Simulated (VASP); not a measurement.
# AlN (F-43m) in VASP: further runs, part 2 of 2

VASP 6.6.1. Earlier steps stand in the parts before.

### 3 Single point, r2SCAN+D3(BJ)

This run uses another cell than the first one, of 10.00 Å³/atom, 1.021 times its volume.

File POSCAR:

```
AlN
1.0
    0.0000000000      2.1544765148      2.1544765148
    2.1544765148      0.0000000000      2.1544765148
    2.1544765148      2.1544765148      0.0000000000
Al N
1 1
Direct
    0.0000000000      0.0000000000      0.0000000000
    0.2500000000      0.2500000000      0.2500000000
```

File INCAR.step1:

```
SYSTEM = AlN
PREC = Accurate ; ENCUT = 520
ISMEAR = -1 ; SIGMA = 0.05
LREAL = .False. ; LASPH = .True.
NELM = 60 ; NBANDS = 11
GGA = PE ; ALGO = Normal
EDIFF = 1E-4 ; LWAVE = .True.
LCHARG = .False.
```

File INCAR.step2:

```
SYSTEM = AlN
PREC = Accurate ; ENCUT = 520
EDIFF = 1E-6 ; ISMEAR = -1
SIGMA = 0.05 ; LREAL = .False.
LASPH = .True. ; NELM = 60
ALGO = Normal ; ISIF = 2
LWAVE = .False. ; LCHARG = .True.
METAGGA = R2SCAN ; LMIXTAU = .True.
IVDW = 12 ; VDW_S6 = 1.0
VDW_S8 = 0.78981345 ; VDW_A1 = 0.49484001
VDW_A2 = 5.73083694 ; LELF = .True.
LVHAR = .True. ; NBANDS = 11
ISTART = 1
```

File KPOINTS:

```
Automatic mesh
0
Gamma
  10 10 10
  0 0 0
```

Potentials or basis: VASP PAW PBE potentials, release 64 (Al, N).

The run is started by

```
> cat potpaw_PBE.64/Al/POTCAR potpaw_PBE.64/N/POTCAR > POTCAR
> cp INCAR.step1 INCAR
> mpirun -np 1 vasp_std > vasp.out
> cp INCAR.step2 INCAR
> mpirun -np 1 vasp_std > vasp.out
```

OUTCAR:

```text
SYSTEM = AlN
   PREC = Accurate
   ENCUT = 520
   EDIFF = 1E-6
   ISMEAR = -1
   LREAL = .False.
   LASPH = .True.
   NELM = 60
   ISIF = 2
   METAGGA = R2SCAN
   IVDW = 12
   ISTART = 1
 IVDW          = 12

 ion  position               nearest neighbor table
   1  0.000  0.000  0.000-   2 1.87   2 1.87   2 1.87   2 1.87
   2  0.250  0.250  0.250-   1 1.87   1 1.87   1 1.87   1 1.87

  LATTYP: Found a face centered cubic cell.
 ALAT       =     4.3089530296

  Lattice vectors:

 A1 = (   0.0000000000,   2.1544765148,   2.1544765148)
 A2 = (   2.1544765148,   0.0000000000,   2.1544765148)
 A3 = (   2.1544765148,   2.1544765148,   0.0000000000)

Analysis of symmetry for initial positions (statically):
=====================================================================
 Subroutine PRICEL returns:
 Original cell was already a primitive cell.

 Routine SETGRP: Setting up the symmetry group for a
 face centered cubic supercell.

 Subroutine GETGRP returns: Found 24 space group operations
 (whereof 24 operations were pure point group operations)
 out of a pool of 48 trial point group operations.

The static configuration has the point symmetry T_d .

Analysis of symmetry for dynamics (positions and initial velocities):
=====================================================================
 Subroutine PRICEL returns:
 Original cell was already a primitive cell.

 Routine SETGRP: Setting up the symmetry group for a
 face centered cubic supercell.

 Subroutine GETGRP returns: Found 24 space group operations
 (whereof 24 operations were pure point group operations)
 out of a pool of 48 trial point group operations.

The dynamic configuration has the point symmetry T_d .

 Subroutine INISYM returns: Found 24 space group operations
 (whereof 24 operations are pure point group operations),
 and found     1 'primitive' translations

----------------------------------------------------------------------------------------

                                     Primitive cell

  volume of cell :      20.0012

  direct lattice vectors                    reciprocal lattice vectors
     0.000000000  2.154476515  2.154476515    -0.232074936  0.232074936  0.232074936
     2.154476515  0.000000000  2.154476515     0.232074936 -0.232074936  0.232074936
     2.154476515  2.154476515  0.000000000     0.232074936  0.232074936 -0.232074936

  length of vectors
     3.046889907  3.046889907  3.046889907     0.401965581  0.401965581  0.401965581

  position of ions in fractional coordinates (direct lattice)
     0.000000000  0.000000000  0.000000000
     0.250000000  0.250000000  0.250000000

  ion indices of the primitive-cell ions
   primitive index   ion index
                 1           1
                 2           2

----------------------------------------------------------------------------------------

 KPOINTS: Automatic mesh

Automatic generation of k-mesh.
 Grid dimensions read from file:
 generate k-points for:   10   10   10

 Generating k-lattice:

  Cartesian coordinates                     Fractional coordinates (reciprocal lattice)
    -0.023207494  0.023207494  0.023207494     0.100000000  0.000000000  0.000000000
     0.023207494 -0.023207494  0.023207494     0.000000000  0.100000000  0.000000000
     0.023207494  0.023207494 -0.023207494     0.000000000  0.000000000  0.100000000

  Length of vectors
     0.040196558  0.040196558  0.040196558

  Shift w.r.t. Gamma in fractional coordinates (k-lattice)
     0.000000000  0.000000000  0.000000000

 Subroutine IBZKPT returns following result:
 ===========================================

 Found     47 irreducible k-points:

 Following reciprocal coordinates:
            Coordinates               Weight
  0.000000  0.000000  0.000000      1.000000
  0.100000  0.000000  0.000000      8.000000
  0.200000  0.000000  0.000000      8.000000
  0.300000  0.000000  0.000000      8.000000
  0.400000  0.000000  0.000000      8.000000
  0.500000  0.000000  0.000000      4.000000
[... 16 lines left out ...]
  0.300000  0.300000  0.000000      6.000000
  0.400000  0.300000  0.000000     24.000000
 [... further k-points ...]
   k-points           NKPTS =     47   k-points in BZ     NKDIM =     47   number of bands    NBANDS=     11
   number of dos      NEDOS =    301   number of ions     NIONS =      2
   total plane-waves  NPLWV =  13824
   dimension x,y,z NGX =    24 NGY =   24 NGZ =   24
   dimension x,y,z NGXF=    48 NGYF=   48 NGZF=   48
   ions per type =               1   1
   NGX,Y,Z   is equivalent  to a cutoff of  13.10, 13.10, 13.10 a.u.
   NGXF,Y,Z  is equivalent  to a cutoff of  26.19, 26.19, 26.19 a.u.
 SYSTEM =  AlN
   PREC   = accura    normal or accurate (medium, high low for compatibility)
   ISTART =      1    job   : 0-new  1-cont  2-samecut
   ICHARG =      0    charge: 1-file 2-atom 10-const
   ISPIN  =      1    spin polarized calculation?
   LNONCOLLINEAR =      F non collinear calculations
   LSORBIT =      F    spin-orbit coupling
   LASPH  =      T    aspherical Exc in radial PAW
   ENCUT  =  520.0 eV  38.22 Ry    6.18 a.u.   5.67  5.67  5.67*2*pi/ulx,y,z
   NELM   =     60;   NELMIN=  2; NELMDL=  0     # of ELM steps
   EDIFF  = 0.1E-05   stopping-criterion for ELM
   LREAL  =      F    real-space projection
   EDIFFG = 0.1E-04   stopping-criterion for IOM
   NSW    =      0    number of steps for IOM
   IBRION =     -1    ionic relax: 0-MD 1-quasi-New 2-CG
   NFREE  =      0    steps in history (QN), initial steepest desc. (CG)
   ISIF   =      2    stress and relaxation
   ISYM   =      2    0-nonsym 1-usesym 2-fastsym
   POTIM  = 0.5000    time-step for ionic-motion
   TEBEG  =    0.0;   TEEND  =   0.0 temperature during run
   PSTRESS=    0.0 pullay stress
   NELECT =       8.0000    total number of electrons
   NUPDOWN=      -1.0000    fix difference up-down
   EMIN   =  10.00;   EMAX   =-10.00  energy-range for DOS
   EFERMI =   0.00;   METHOD = LEGACY
   ISMEAR =    -1;   SIGMA  =   0.05  broadening in eV -4-tet -1-fermi 0-gaus
   EFERMI_NEDOS =   21; number of points for ismear=-14 and -15
   IALGO  =     38    algorithm
   IMIX   =      4    mixing-type and parameters
     AMIX     =   0.40;   BMIX     =  1.00
     AMIX_MAG =   1.60;   BMIX_MAG =  1.00
  volume/ion in A,a.u.               =      10.00        67.49
  Fermi-wavevector in a.u.,A,eV,Ry     =   1.206201  2.279390 19.795404  1.454921
  Thomas-Fermi vector in A             =   2.341875
   LORBIT       =      0    0 simple, 1 ext, 2 COOP (PROOUT), +10 PAW based schemes
   METAGGA = R2SCAN    functional components
   LHFCALC =     F    Hartree Fock is set to
   AEXX    =    0.0000 exact exchange contribution
   IVDW    =    12    specifies the selected vdW correction
   LEPSILON=     F    determine dielectric tensor
   LRPA    =     F    only Hartree local field effects (RPA)
 non-spin polarized calculation
  energy-cutoff  :      520.00
  volume of cell :       20.00
 maximum number of plane-waves:       548
   NGX = 11   NGY = 11   NGZ = 11

 number of electron       7.9999998 magnetization

 Free energy of the ion-electron system (eV)
  ---------------------------------------------------
  ext. energy  EPLUGINS =         0.00000000
  ---------------------------------------------------
  free energy    TOTEN  =       -19.15576584 eV

  energy without entropy =      -19.15576584  energy(sigma->0) =      -19.15576584

 E-fermi :   7.0728     XC(G=0): -11.6049

 val. band max:        6.0798785489   @ k =   0.0000   0.0000   0.0000
 cond. band min:      10.0458444723   @ k =   0.5000   0.5000   0.0000
 fundamental gap:      3.9659659234
 Fermi energy:         7.0727661108

 k-point     1 :       0.0000    0.0000    0.0000
  band No.  band energies     occupation
      1      -9.9026      2.00000
      2       6.0799      2.00000
      3       6.0799      2.00000
      4       6.0799      2.00000
      5      11.3597      0.00000
      6      20.0273      0.00000
      7      20.0273      0.00000
      8      20.0273      0.00000
      9      24.9563      0.00000
     10      24.9563      0.00000
     11      26.7626      0.00000
[... 309 lines left out ...]
 k-point    24 :       0.4000    0.3000    0.0000
  band No.  band energies     occupation
      1      -7.8009      2.00000
      2       1.7994      2.00000
      3       4.3178      2.00000
      4       4.6195      2.00000
      5      11.7560      0.00000
      6      16.7846      0.00000
      7      19.9191      0.00000
      8      22.2378      0.00000
      9      22.8491      0.00000
     10      29.0238      0.00000
     11      31.6795      0.00000

 [... further k-points ...]

------------------------ aborting loop because EDIFF is reached ----------------------------------------

 Edisp (eV)   -0.26425

 E8    (eV) :    -0.0794

  FORCE on cell =-STRESS in cart. coord.  units (eV):
  Direction    XX          YY          ZZ          XY          YZ          ZX
  --------------------------------------------------------------------------------------
  -------------------------------------------------------------------------------------
  Total       0.88490     0.88490     0.88490     0.00000     0.00000     0.00000
  in kB      70.88401    70.88401    70.88401     0.00000     0.00000     0.00000
  external pressure =       70.88 kB  Pullay stress =        0.00 kB

 VOLUME and BASIS-vectors are now :
 -----------------------------------------------------------------------------
  energy-cutoff  :      520.00
  volume of cell :       20.00
      direct lattice vectors                 reciprocal lattice vectors
     0.000000000  2.154476515  2.154476515    -0.232074936  0.232074936  0.232074936
     2.154476515  0.000000000  2.154476515     0.232074936 -0.232074936  0.232074936
     2.154476515  2.154476515  0.000000000     0.232074936  0.232074936 -0.232074936

 POSITION                                       TOTAL-FORCE (eV/Angst)
 -----------------------------------------------------------------------------------
      0.00000      0.00000      0.00000        -0.000000     -0.000000     -0.000000
      1.07724      1.07724      1.07724         0.000000      0.000000      0.000000
 -----------------------------------------------------------------------------------
    total drift:                               -0.000001     -0.000001     -0.000001

  FREE ENERGIE OF THE ION-ELECTRON SYSTEM (eV)
  ---------------------------------------------------
  free  energy   TOTEN  =       -19.4200109267 eV

  energy  without entropy=      -19.4200109266  energy(sigma->0) =      -19.42001093
```

It took 24 s on 1 thread of Intel Xeon Platinum 8375C at 2.90GHz (Ice Lake), shared host; peak memory 0.15 GiB.

Results:

* Free energy: -19.4200 eV
* Pressure: 7.1 GPa
* Band gap on the k mesh: 3.97 eV, indirect (least direct gap 5.28 eV)
* Dispersion energy per atom: -0.132 eV

Caveat: the PAW data sets were made with another functional, which shifts forces and pressure a little. A k mesh can miss the band edges.

### 4 Single point, r2SCAN+D3(BJ)

This run uses another cell than the first one, of 10.21 Å³/atom, 1.043 times its volume.

File POSCAR:

```
AlN
1.0
    0.0000000000      2.1693354430      2.1693354430
    2.1693354430      0.0000000000      2.1693354430
    2.1693354430      2.1693354430      0.0000000000
Al N
1 1
Direct
    0.0000000000      0.0000000000      0.0000000000
    0.2500000000      0.2500000000      0.2500000000
```

File INCAR.step1:

```
ALGO = Normal ; EDIFF = 1E-4
ENCUT = 520 ; GGA = PE
ISMEAR = -1 ; LASPH = T
LCHARG = F ; LREAL = F
LWAVE = T ; NBANDS = 11
NELM = 60 ; PREC = Accurate
SIGMA = 0.05
```

File INCAR.step2:

```
ALGO = Normal ; EDIFF = 1E-7
ENCUT = 520 ; ISIF = 2
ISMEAR = -1 ; ISTART = 1
IVDW = 12 ; LASPH = T
LCHARG = F ; LMIXTAU = T
LREAL = F ; LWAVE = F
METAGGA = R2SCAN ; NBANDS = 11
NELM = 60 ; PREC = Accurate
SIGMA = 0.05 ; VDW_A1 = 0.49484001
VDW_A2 = 5.73083694 ; VDW_S6 = 1.0
VDW_S8 = 0.78981345
```

File KPOINTS:

```
k-points
0
Gamma
  10 10 10
```

The run is started by

```
> cat potpaw_PBE.64/Al/POTCAR potpaw_PBE.64/N/POTCAR > POTCAR
> cp INCAR.step1 INCAR
> mpirun -np 1 vasp_std > vasp.out
> cp INCAR.step2 INCAR
> mpirun -np 1 vasp_std > vasp.out
```

Run time: 26 s. Hardware: 1 thread of Intel Xeon Platinum 8375C at 2.90GHz (Ice Lake), shared host; peak memory 0.15 GiB.

Results (log left out):

* Free energy: -19.4326 eV
* Pressure: 2.3 GPa
* Band gap on the k mesh: 3.95 eV, indirect (least direct gap 5.08 eV)
* Dispersion energy per atom: -0.129 eV

Levels at points of the mesh, in eV from the valence-band top:
| k point | band 1 | band 2 | band 3 | band 4 | band 5 | band 6 | band 7 | band 8 | band 9 |
| --- | --- | --- | --- | --- | --- | --- | --- | --- | --- |
| (0.00, 0.00, 0.00) | -15.86 | 0.00 | 0.00 | 0.00 | 5.08 | 13.73 | 13.73 | 13.73 | 18.70 |
| (0.50, 0.00, 0.00) | -13.79 | -5.98 | -0.49 | -0.49 | 8.41 | 10.97 | 12.08 | 12.08 | 19.62 |
| (0.50, 0.50, 0.00) | -13.14 | -5.01 | -1.83 | -1.83 | 3.95 | 9.61 | 15.50 | 17.22 | 17.22 |

Caveat: the PAW data sets were made with another functional, which shifts forces and pressure a little. r2SCAN opens gaps a little over a GGA but as a rule still falls short of measured ones.

### 5 The runs side by side

| cell | gap on the mesh (eV) | pressure (GPa) |
| --- | --- | --- |
| a = 3.026 Å, angles 60.0°, 2 atoms | 3.98 | 12.4 |
| a = 3.047 Å, angles 60.0°, 2 atoms | 3.97 | 7.1 |
| a = 3.068 Å, angles 60.0°, 2 atoms | 3.95 | 2.3 |

Alike in all rows: task single point; level r2SCAN+D3(BJ); potentials or basis VASP PAW PBE potentials, release 64 (Al, N); no spin polarisation; k mesh 10 × 10 × 10; cutoff (eV) 520; smearing fermi-dirac 0.05 eV.

Caveats: the PAW data sets were made with another functional, which shifts forces and pressure a little.

Absolute energies hang on the potentials; compare differences alone.
